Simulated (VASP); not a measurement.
# GaAs (I-4m2) in VASP: single point with r2SCAN

Aim: the single point of GaAs with r2SCAN.

Everything below comes from runs of VASP 6.6.1. Logs are shortened: lines on timing, memory, paths and dates and some standing lists are left out, and cuts for length are marked.

## 1. The cell of the first run

Symmetry: I-4m2, No. 119, tetragonal system. Conventional cell: a = 4.007 Å, b = 4.007 Å, c = 5.893 Å, α = 90.00°, β = 90.00°, γ = 90.00°. Within 3.3 Å of Ga (site symmetry -4m2) lie 4 As at 2.49 Å. Within 3.3 Å of As (site symmetry -4m2) lie 4 Ga at 2.49 Å.

## 2. Single point, r2SCAN (uniaxial z strain +4.0%)

POSCAR reads:

```
GaAs
1.0
    0.0000000000      2.8330850955      2.9464084993
    2.8330850955      0.0000000000      2.9464084993
    2.8330850955      2.8330850955      0.0000000000
Ga As
1 1
Direct
    0.0000000000      0.0000000000      0.0000000000
    0.2500000000      0.2500000000      0.2500000000
```

INCAR.step1 reads:

```
SYSTEM = GaAs
ALGO = Normal ; EDIFF = 1E-5
ENCUT = 660 ; GGA = PE
GGA_COMPAT = .FALSE. ; ISMEAR = -1
LASPH = .TRUE. ; LCHARG = .FALSE.
LREAL = .FALSE. ; LWAVE = .TRUE.
NBANDS = 21 ; NELM = 120
PREC = Accurate ; SIGMA = 0.02
```

INCAR.step2 reads:

```
SYSTEM = GaAs
ALGO = Normal ; EDIFF = 1E-6
ENCUT = 660 ; GGA_COMPAT = .FALSE.
ISIF = 2 ; ISMEAR = -1
ISTART = 1 ; LASPH = .TRUE.
LCHARG = .FALSE. ; LMIXTAU = .TRUE.
LREAL = .FALSE. ; LWAVE = .FALSE.
METAGGA = R2SCAN ; NBANDS = 21
NELM = 120 ; PREC = Accurate
SIGMA = 0.02
```

KPOINTS reads:

```
k-points
0
G
  8 8 8
  0 0 0
```

Potentials or basis: VASP PAW PBE potentials, release 64 (Ga_d, As_d).

Run with:

```sh
> cat potpaw_PBE.64/Ga_d/POTCAR potpaw_PBE.64/As_d/POTCAR > POTCAR
> cp INCAR.step1 INCAR
> mpirun -np 1 vasp_std > vasp.out
> cp INCAR.step2 INCAR
> mpirun -np 1 vasp_std > vasp.out
```

OUTCAR:

```text
SYSTEM = GaAs
   EDIFF = 1E-6
   ENCUT = 660
   ISIF = 2
   ISMEAR = -1
   ISTART = 1
   LASPH = .TRUE.
   LREAL = .FALSE.
   METAGGA = R2SCAN
   NELM = 120
   PREC = Accurate

 ion  position               nearest neighbor table
   1  0.000  0.000  0.000-   2 2.49   2 2.49   2 2.49   2 2.49
   2  0.250  0.250  0.250-   1 2.49   1 2.49   1 2.49   1 2.49

  LATTYP: Found a body centered tetragonal cell.
 ALAT       =     4.0065873654
 C/A-ratio  =     1.4707821049

  Lattice vectors:

 A1 = (  -2.8330850955,   0.0000000000,   2.9464084993)
 A2 = (   2.8330850955,   0.0000000000,   2.9464084993)
 A3 = (   0.0000000000,   2.8330850955,  -2.9464084993)

Analysis of symmetry for initial positions (statically):
=====================================================================
 Subroutine PRICEL returns:
 Original cell was already a primitive cell.

 Routine SETGRP: Setting up the symmetry group for a
 body centered tetragonal supercell.

 Subroutine GETGRP returns: Found  8 space group operations
 (whereof  8 operations were pure point group operations)
 out of a pool of 16 trial point group operations.

The static configuration has the point symmetry D_2d.

Analysis of symmetry for dynamics (positions and initial velocities):
=====================================================================
 Subroutine PRICEL returns:
 Original cell was already a primitive cell.

 Routine SETGRP: Setting up the symmetry group for a
 body centered tetragonal supercell.

 Subroutine GETGRP returns: Found  8 space group operations
 (whereof  8 operations were pure point group operations)
 out of a pool of 16 trial point group operations.

The dynamic configuration has the point symmetry D_2d.

 Subroutine INISYM returns: Found  8 space group operations
 (whereof  8 operations are pure point group operations),
 and found     1 'primitive' translations

----------------------------------------------------------------------------------------

                                     Primitive cell

  volume of cell :      47.2979

  direct lattice vectors                    reciprocal lattice vectors
     0.000000000  2.833085095  2.946408499    -0.176486051  0.176486051  0.169698126
     2.833085095  0.000000000  2.946408499     0.176486051 -0.176486051  0.169698126
     2.833085095  2.833085095  0.000000000     0.176486051  0.176486051 -0.169698126

  length of vectors
     4.087504643  4.087504643  4.006587365     0.301814688  0.301814688  0.301814688

  position of ions in fractional coordinates (direct lattice)
     0.000000000  0.000000000  0.000000000
     0.250000000  0.250000000  0.250000000

  ion indices of the primitive-cell ions
   primitive index   ion index
                 1           1
                 2           2

----------------------------------------------------------------------------------------

 KPOINTS: k-points

Automatic generation of k-mesh.
 Grid dimensions read from file:
 generate k-points for:    8    8    8

 Generating k-lattice:

  Cartesian coordinates                     Fractional coordinates (reciprocal lattice)
    -0.022060756  0.022060756  0.021212266     0.125000000  0.000000000  0.000000000
     0.022060756 -0.022060756  0.021212266     0.000000000  0.125000000  0.000000000
     0.022060756  0.022060756 -0.021212266     0.000000000  0.000000000  0.125000000

  Length of vectors
     0.037726836  0.037726836  0.037726836

  Shift w.r.t. Gamma in fractional coordinates (k-lattice)
     0.000000000  0.000000000  0.000000000

 Subroutine IBZKPT returns following result:
 ===========================================

 Found     59 irreducible k-points:

 Following reciprocal coordinates:
            Coordinates               Weight
  0.000000  0.000000  0.000000      1.000000
  0.125000  0.000000  0.000000      8.000000
  0.250000  0.000000  0.000000      8.000000
  0.375000  0.000000  0.000000      8.000000
  0.500000  0.000000  0.000000      4.000000
  0.125000  0.125000  0.000000      2.000000
[... 16 lines left out ...]
  0.250000  0.000000  0.125000     16.000000
  0.375000  0.000000  0.125000     16.000000
 [... further k-points ...]
   k-points           NKPTS =     59   k-points in BZ     NKDIM =     59   number of bands    NBANDS=     21
   number of dos      NEDOS =    301   number of ions     NIONS =      2
   total plane-waves  NPLWV =  46656
   dimension x,y,z NGX =    36 NGY =   36 NGZ =   36
   dimension x,y,z NGXF=    72 NGYF=   72 NGZF=   72
   ions per type =               1   1
   NGX,Y,Z   is equivalent  to a cutoff of  14.64, 14.64, 14.94 a.u.
   NGXF,Y,Z  is equivalent  to a cutoff of  29.28, 29.28, 29.88 a.u.
 SYSTEM =  GaAs
   PREC   = accura    normal or accurate (medium, high low for compatibility)
   ISTART =      1    job   : 0-new  1-cont  2-samecut
   ICHARG =      0    charge: 1-file 2-atom 10-const
   ISPIN  =      1    spin polarized calculation?
   LNONCOLLINEAR =      F non collinear calculations
   LSORBIT =      F    spin-orbit coupling
   LASPH  =      T    aspherical Exc in radial PAW
   ENCUT  =  660.0 eV  48.51 Ry    6.96 a.u.   8.56  8.56  8.39*2*pi/ulx,y,z
   NELM   =    120;   NELMIN=  2; NELMDL=  0     # of ELM steps
   EDIFF  = 0.1E-05   stopping-criterion for ELM
   LREAL  =      F    real-space projection
   EDIFFG = 0.1E-04   stopping-criterion for IOM
   NSW    =      0    number of steps for IOM
   IBRION =     -1    ionic relax: 0-MD 1-quasi-New 2-CG
   NFREE  =      0    steps in history (QN), initial steepest desc. (CG)
   ISIF   =      2    stress and relaxation
   ISYM   =      2    0-nonsym 1-usesym 2-fastsym
   POTIM  = 0.5000    time-step for ionic-motion
   TEBEG  =    0.0;   TEEND  =   0.0 temperature during run
   PSTRESS=    0.0 pullay stress
   NELECT =      28.0000    total number of electrons
   NUPDOWN=      -1.0000    fix difference up-down
   EMIN   =  10.00;   EMAX   =-10.00  energy-range for DOS
   EFERMI =   0.00;   METHOD = LEGACY
   ISMEAR =    -1;   SIGMA  =   0.02  broadening in eV -4-tet -1-fermi 0-gaus
   EFERMI_NEDOS =   21; number of points for ismear=-14 and -15
   IALGO  =     38    algorithm
   IMIX   =      4    mixing-type and parameters
     AMIX     =   0.40;   BMIX     =  1.00
     AMIX_MAG =   1.60;   BMIX_MAG =  1.00
  volume/ion in A,a.u.               =      23.65       159.59
  Fermi-wavevector in a.u.,A,eV,Ry     =   1.374612  2.597640 25.708997  1.889558
  Thomas-Fermi vector in A             =   2.500023
   LORBIT       =      0    0 simple, 1 ext, 2 COOP (PROOUT), +10 PAW based schemes
   METAGGA = R2SCAN    functional components
   LHFCALC =     F    Hartree Fock is set to
   AEXX    =    0.0000 exact exchange contribution
   IVDW    =     0    specifies the selected vdW correction
   LEPSILON=     F    determine dielectric tensor
   LRPA    =     F    only Hartree local field effects (RPA)
 non-spin polarized calculation
  energy-cutoff  :      660.00
  volume of cell :       47.30
 maximum number of plane-waves:      1853
 NGX is ok and might be reduce to    36
   NGX = 17   NGY = 17   NGZ = 17

 number of electron      28.0000003 magnetization

 Free energy of the ion-electron system (eV)
  ---------------------------------------------------
  ext. energy  EPLUGINS =         0.00000000
  ---------------------------------------------------
  free energy    TOTEN  =       -27.06043342 eV

  energy without entropy =      -27.06043341  energy(sigma->0) =      -27.06043342

 E-fermi :   2.8487     XC(G=0): -10.5554

 val. band max:        2.5787516385   @ k =   0.0000   0.0000   0.0000
 cond. band min:       3.1049472064   @ k =   0.0000   0.0000   0.0000
 fundamental gap:      0.5261955679
 Fermi energy:         2.8487118647

 k-point     1 :       0.0000    0.0000    0.0000
  band No.  band energies     occupation
      1     -33.3324      2.00000
      2     -33.3324      2.00000
      3     -33.3284      2.00000
      4     -33.3221      2.00000
      5     -33.3171      2.00000
      6     -12.6778      2.00000
[... 13 lines left out ...]
     20      12.6658      0.00000
     21      13.4748      0.00000

 k-point     2 :       0.1250    0.0000    0.0000
  band No.  band energies     occupation
      1     -33.3324      2.00000
      2     -33.3323      2.00000
      3     -33.3282      2.00000
      4     -33.3220      2.00000
      5     -33.3171      2.00000
      6     -12.6845      2.00000
[... 13 lines left out ...]
     20      11.9733      0.00000
     21      12.5357      0.00000

 k-point     3 :       0.2500    0.0000    0.0000
  band No.  band energies     occupation
      1     -33.3323      2.00000
      2     -33.3321      2.00000
      3     -33.3279      2.00000
      4     -33.3219      2.00000
      5     -33.3171      2.00000
      6     -12.7103      2.00000
[... 13 lines left out ...]
     20      12.1233      0.00000
     21      12.1872      0.00000

 k-point     4 :       0.3750    0.0000    0.0000
  band No.  band energies     occupation
      1     -33.3322      2.00000
      2     -33.3318      2.00000
      3     -33.3277      2.00000
      4     -33.3218      2.00000
      5     -33.3171      2.00000
      6     -12.7344      2.00000
[... 13 lines left out ...]
     20      13.1113      0.00000
     21      13.3225      0.00000

 k-point     5 :       0.5000    0.0000    0.0000
  band No.  band energies     occupation
      1     -33.3322      2.00000
      2     -33.3317      2.00000
      3     -33.3276      2.00000
      4     -33.3217      2.00000
      5     -33.3171      2.00000
      6     -12.7438      2.00000
[... 13 lines left out ...]
     20      14.7056      0.00000
     21      14.9251      0.00000
[... 382 lines left out ...]
     20      16.0887      0.00000
     21      16.4763      0.00000

 k-point    22 :       0.1250    0.0000    0.1250
  band No.  band energies     occupation
      1     -33.3326      2.00000
      2     -33.3322      2.00000
      3     -33.3281      2.00000
      4     -33.3220      2.00000
      5     -33.3172      2.00000
      6     -12.6876      2.00000
[... 13 lines left out ...]
     20      11.9069      0.00000
     21      13.0889      0.00000

 k-point    23 :       0.2500    0.0000    0.1250
  band No.  band energies     occupation
      1     -33.3326      2.00000
      2     -33.3320      2.00000
      3     -33.3277      2.00000
      4     -33.3218      2.00000
      5     -33.3172      2.00000
      6     -12.7104      2.00000
[... 13 lines left out ...]
     20      12.8919      0.00000
     21      13.2584      0.00000

 k-point    24 :       0.3750    0.0000    0.1250
  band No.  band energies     occupation
      1     -33.3324      2.00000
      2     -33.3318      2.00000
      3     -33.3274      2.00000
      4     -33.3217      2.00000
      5     -33.3172      2.00000
      6     -12.7336      2.00000
[... 13 lines left out ...]
     20      13.1763      0.00000
     21      14.0959      0.00000

 [... further k-points ...]

------------------------ aborting loop because EDIFF is reached ----------------------------------------

  FORCE on cell =-STRESS in cart. coord.  units (eV):
  Direction    XX          YY          ZZ          XY          YZ          ZX
  --------------------------------------------------------------------------------------
  -------------------------------------------------------------------------------------
  Total       -0.4921848     -0.4921848     -1.3068337      0.0000000     -0.0000000     -0.0000000
  in kB      -16.6723411    -16.6723411    -44.2678776      0.0000000     -0.0000000     -0.0000000
  external PRESSURE =     -25.8708533 kB  Pullay stress =       0.0000000 kB

 VOLUME and BASIS-vectors are now :
 -----------------------------------------------------------------------------
  energy-cutoff  :      660.00
  volume of cell :       47.30
      direct lattice vectors                 reciprocal lattice vectors
     0.000000000  2.833085095  2.946408499    -0.176486051  0.176486051  0.169698126
     2.833085095  0.000000000  2.946408499     0.176486051 -0.176486051  0.169698126
     2.833085095  2.833085095  0.000000000     0.176486051  0.176486051 -0.169698126

 POSITION                                       TOTAL-FORCE (eV/Angst)
 -----------------------------------------------------------------------------------
      0.00000      0.00000      0.00000        -0.000000     -0.000000     -0.000000
      1.41654      1.41654      1.47320         0.000000      0.000000      0.000000
 -----------------------------------------------------------------------------------
    total drift:                                0.000000      0.000000     -0.000000

  FREE ENERGIE OF THE ION-ELECTRON SYSTEM (eV)
  ---------------------------------------------------
  free  energy   TOTEN  =       -27.0604334195 eV

  energy  without entropy=      -27.0604334134  energy(sigma->0) =      -27.06043342
```

It took 4.3 min on 1 thread of AMD EPYC 7R13 (Zen 3), shared host; peak memory 0.24 GiB.

What came out:

- Free energy: -27.0604 eV
- Pressure: -2.6 GPa
- Band gap on the k mesh: 0.53 eV

Stress tensor (GPa, compression positive):
```
-1.67  0.00  0.00
 0.00 -1.67  0.00
 0.00  0.00 -4.43
```

Caveat: the cell differs from its parent crystal (uniaxial z strain +4.0%); the PAW data sets were made with another functional, which shifts forces and pressure a little.
